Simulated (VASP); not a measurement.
Write the native input for VASP 6.6.1 that does the following.

```yaml
Task: G0W0 quasiparticle levels
Functional: PBE
Potentials_or_basis: VASP PAW PBE potentials, release 64 (Be_GW, S_GW)
Cutoff: 500 eV
k_mesh: 4 × 4 × 4
Occupations: gaussian, width 0.01 eV
Spin: no spin polarisation
Dipole_correction: no
GW_scheme: G0W0
GW_iterations: 1
Cutoff_of_the_response_function: 60
Frequency_points: 48
Empty_bands: 40
Further_INCAR_settings: ALGO = EVGW0; EDIFF = 1e-08; NBANDS = 44
```

Crystal: BeS.

```
Be S
1.0
     0.00000    2.31730    2.31730
     2.31730    0.00000    2.31730
     2.31730    2.31730    0.00000
Be S
1 1
Direct
  0.00000 0.00000 0.00000
  0.50000 0.50000 0.50000
```

These files were run (other wordings do the same):

POSCAR

```
BeS
1.0
    0.0000000000      2.3172971951      2.3172971951
    2.3172971951      0.0000000000      2.3172971951
    2.3172971951      2.3172971951      0.0000000000
Be S
1 1
Direct
    0.0000000000      0.0000000000      0.0000000000
    0.5000000000      0.5000000000      0.5000000000
```

INCAR.step1

```
SYSTEM = BeS
PREC = Accurate ; ENCUT = 500
EDIFF = 1E-8 ; ISMEAR = 0
SIGMA = 0.01 ; LREAL = .FALSE.
LASPH = .TRUE. ; NELM = 80
ALGO = Normal ; LWAVE = .TRUE.
LCHARG = .FALSE. ; GGA = PE
```

INCAR.step2

```
SYSTEM = BeS
PREC = Accurate ; ENCUT = 500
EDIFF = 1E-8 ; ISMEAR = 0
SIGMA = 0.01 ; LREAL = .FALSE.
LASPH = .TRUE. ; NELM = 1
ALGO = Exact ; LWAVE = .TRUE.
LCHARG = .FALSE. ; GGA = PE
NBANDS = 44 ; LOPTICS = .TRUE.
ISTART = 1
```

INCAR.step3

```
SYSTEM = BeS
PREC = Accurate ; ENCUT = 500
EDIFF = 1E-8 ; ISMEAR = 0
SIGMA = 0.01 ; LREAL = .FALSE.
LASPH = .TRUE. ; ALGO = EVGW0
LWAVE = .FALSE. ; LCHARG = .FALSE.
GGA = PE ; NELMGW = 1
NBANDS = 44 ; ENCUTGW = 60.0
NOMEGA = 48 ; PRECFOCK = Fast
ISTART = 1 ; NBANDSGW = 12
```

KPOINTS

```
regular mesh
0
G
  4 4 4
  0 0 0
```

Potentials or basis: VASP PAW PBE potentials, release 64 (Be_GW, S_GW).

The run is started by

```console
$ cat potpaw_PBE.64/Be_GW/POTCAR potpaw_PBE.64/S_GW/POTCAR > POTCAR
$ cp INCAR.step1 INCAR
$ mpirun -np 1 vasp_std > vasp.out
$ cp INCAR.step2 INCAR
$ mpirun -np 1 vasp_std > vasp.out
$ cp INCAR.step3 INCAR
$ mpirun -np 1 vasp_std > vasp.out
```

Results of the run:

```json
{
  "Band gap on the k mesh, mean-field level": "1.23 eV, indirect (least direct gap 4.11 eV)",
  "Quasiparticle gap": "1.78 eV",
  "Least direct quasiparticle gap": "4.90 eV"
}
```

Caveat: the k points lie up to 0.59 Å⁻¹ apart; bands, screening cutoff and mesh are small and nothing is extrapolated, so the quasiparticle values aren't converged.

Run time: 97 s on 1 thread of AMD EPYC 7R13, with other jobs on the host, peak memory 0.18 GiB.
